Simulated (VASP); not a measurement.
# Re (P6_3/mmc) in VASP: notebook, part 2 of 2

VASP 6.6.1.

### 4 Single point, LDA (volume scaled by 1.02)

INCAR

```
ALGO = Normal ; EDIFF = 1E-6
ENCUT = 520 ; GGA = CA
ISIF = 2 ; ISMEAR = -1
LASPH = True ; LCHARG = False
LREAL = False ; LWAVE = False
NBANDS = 22 ; NELM = 60
PREC = Accurate ; SIGMA = 0.05
```

KPOINTS

```
k-points
0
Gamma
  11 11 3
```

POSCAR

```
Re
1.0
    2.7847083741      0.0000000000      0.0000000000
   -1.3923541870      2.4116281941      0.0000000000
    0.0000000000      0.0000000000      8.9980445353
Re
4
Direct
    0.6666666667      0.3333333333      0.7500000000
    0.0000000000      0.0000000000      0.5000000000
    0.3333333333      0.6666666667      0.2500000000
    0.0000000000      0.0000000000      0.0000000000
```

Potentials or basis: VASP PAW LDA potentials, release 64 (Re).

On the command line:

```
$ cat potpaw_LDA.64/Re/POTCAR > POTCAR
$ mpirun -np 1 vasp_std > vasp.out
```

OUTCAR:

```text
EDIFF = 1E-6
   ENCUT = 520
   GGA = CA
   ISIF = 2
   ISMEAR = -1
   LASPH = True
   LREAL = False
   NELM = 60
   PREC = Accurate

 ion  position               nearest neighbor table
   1  0.667  0.333  0.750-   2 2.76   4 2.76   2 2.76   4 2.76   2 2.76   4 2.76
   2  0.000  0.000  0.500-   1 2.76   3 2.76   3 2.76   1 2.76   1 2.76   3 2.76
   3  0.333  0.667  0.250-   2 2.76   4 2.76   2 2.76   4 2.76   2 2.76   4 2.76
   4  0.000  0.000  0.000-   1 2.76   3 2.76   3 2.76   1 2.76   1 2.76   3 2.76

  LATTYP: Found a hexagonal cell.
 ALAT       =     2.7847083741
 C/A-ratio  =     3.2312340563

  Lattice vectors:

 A1 = (   2.7847083741,   0.0000000000,   0.0000000000)
 A2 = (  -1.3923541870,   2.4116281941,   0.0000000000)
 A3 = (   0.0000000000,   0.0000000000,   8.9980445353)

Analysis of symmetry for initial positions (statically):
=====================================================================
 Subroutine PRICEL returns:
 Original cell was already a primitive cell.

 Routine SETGRP: Setting up the symmetry group for a
 hexagonal supercell.

 Subroutine GETGRP returns: Found 24 space group operations
[... 165 lines left out ...]
  ext. energy  EPLUGINS =         0.00000000
  ---------------------------------------------------
  free energy    TOTEN  =       -54.89673353 eV

  energy without entropy =      -54.87167434  energy(sigma->0) =      -54.88420394

 E-fermi :   7.6001     XC(G=0): -13.6997

 val. band max:        7.5988601089   @ k =   0.3636   0.2727   0.3333
 cond. band min:       7.6361410302   @ k =   0.2727  -0.0000   0.0000
 fundamental gap:      0.0372809213
 Fermi energy:         7.6000614827

 k-point     1 :       0.0000    0.0000    0.0000
  band No.  band energies     occupation
      1      -2.0966      2.00000
      2       0.1618      2.00000
      3       0.2399      2.00000
      4       1.1188      2.00000
      5       5.1523      2.00000
      6       5.2419      2.00000
[... 589 lines left out ...]
     21      10.5017      0.00000
     22      11.1657      0.00000

 [... further k-points ...]
[... 5 lines left out ...]
  --------------------------------------------------------------------------------------
  -------------------------------------------------------------------------------------
  Total       -6.8399550     -6.8399550     -6.9328159     -0.0000000      0.0000000      0.0000000
  in kB     -181.3533647   -181.3533647   -183.8154613     -0.0000000      0.0000000      0.0000000
  external PRESSURE =    -182.1740636 kB  Pullay stress =       0.0000000 kB

 VOLUME and BASIS-vectors are now :
 -----------------------------------------------------------------------------
  energy-cutoff  :      520.00
  volume of cell :       60.43
      direct lattice vectors                 reciprocal lattice vectors
     2.784708374  0.000000000  0.000000000     0.359104030  0.207328808  0.000000000
    -1.392354187  2.411628194  0.000000000     0.000000000  0.414657617  0.000000000
     0.000000000  0.000000000  8.998044535     0.000000000  0.000000000  0.111135258

 POSITION                                       TOTAL-FORCE (eV/Angst)
 -----------------------------------------------------------------------------------
      1.39235      0.80388      6.74853        -0.000000      0.000000      0.000000
      0.00000      0.00000      4.49902        -0.000000      0.000000     -0.000000
     -0.00000      1.60775      2.24951         0.000000     -0.000000     -0.000000
      0.00000      0.00000      0.00000         0.000000      0.000000     -0.000000
 -----------------------------------------------------------------------------------
    total drift:                               -0.000000      0.000000      0.000000

  FREE ENERGIE OF THE ION-ELECTRON SYSTEM (eV)
  ---------------------------------------------------
  free  energy   TOTEN  =       -54.8967335329 eV

  energy  without entropy=      -54.8716743417  energy(sigma->0) =      -54.88420394
```

OSZICAR:

```text
N       E                     dE             d eps       ncg     rms          rms(c)
DAV:   1     0.320369184804E+03    0.32037E+03   -0.10812E+04  1616   0.129E+03
DAV:   2    -0.225229146008E+02   -0.34289E+03   -0.31536E+03  2038   0.747E+02
DAV:   3    -0.548110707241E+02   -0.32288E+02   -0.28467E+02  2266   0.245E+02
DAV:   4    -0.578459839710E+02   -0.30349E+01   -0.28032E+01  2500   0.670E+01
DAV:   5    -0.579669717859E+02   -0.12099E+00   -0.11802E+00  2296   0.130E+01    0.574E+01
DAV:   6    -0.556089900271E+02    0.23580E+01   -0.26853E+00  2402   0.207E+01    0.232E+01
DAV:   7    -0.549213413274E+02    0.68765E+00   -0.16075E+00  2464   0.156E+01    0.873E-01
DAV:   8    -0.549092716237E+02    0.12070E-01   -0.66752E-02  2592   0.347E+00    0.600E-01
DAV:   9    -0.548974495869E+02    0.11822E-01   -0.18622E-02  2674   0.195E+00    0.292E-01
DAV:  10    -0.548969422122E+02    0.50737E-03   -0.17311E-03  2440   0.349E-01    0.209E-01
DAV:  11    -0.548967306404E+02    0.21157E-03   -0.73920E-04  2664   0.383E-01    0.390E-02
DAV:  12    -0.548967336949E+02   -0.30545E-05   -0.59708E-05  2340   0.763E-02    0.211E-02
DAV:  13    -0.548967335329E+02    0.16196E-06   -0.83096E-07  1366   0.174E-02
   1 F= -.54896734E+02 E0= -.54884204E+02  d E =-.250592E-01
```

Run time: 26 s. Hardware: 1 thread of Intel Xeon Platinum 8488C (Sapphire Rapids), shared host; peak memory 0.18 GiB.

What came out:

| Property | Result |
| --- | --- |
| Free energy | -54.8967 eV |
| Pressure | -18.2 GPa |
| Band gap on the k mesh | zero (band 14 reaches 8.70 eV, above the bottom of band 15 at 6.32 eV) |

Levels at points of the mesh, in eV from the Fermi level:
| k point | band 11 | band 12 | band 13 | band 14 | band 15 | band 16 | band 17 | band 18 |
| --- | --- | --- | --- | --- | --- | --- | --- | --- |
| (0.00, 0.00, 0.00) | -1.60 | -1.19 | -1.19 | -1.09 | -1.09 | 0.59 | 0.60 | 0.60 |

Caveat: spin-orbit coupling is left out, which moves the levels of the heavy elements.

### 5 The runs side by side

| cell | gap on the mesh (eV) | pressure (GPa) |
| --- | --- | --- |
| a = 2.729, b = 2.729, c = 8.818 Å, angles 90.0, 90.0, 120.0°, 4 atoms | none | 4.7 |
| a = 2.766, b = 2.766, c = 8.939 Å, angles 90.0, 90.0, 120.0°, 4 atoms | none | -11.4 |
| a = 2.785, b = 2.785, c = 8.998 Å, angles 90.0, 90.0, 120.0°, 4 atoms | none | -18.2 |

Alike in all rows: task single point; level LDA; potentials or basis VASP PAW LDA potentials, release 64 (Re); no spin polarisation; k mesh 11 × 11 × 3; cutoff (eV) 520; smearing fermi-dirac 0.05 eV.

Caveats: spin-orbit coupling is left out, which moves the levels of the heavy elements.

Absolute energies hang on the potentials; compare differences alone.
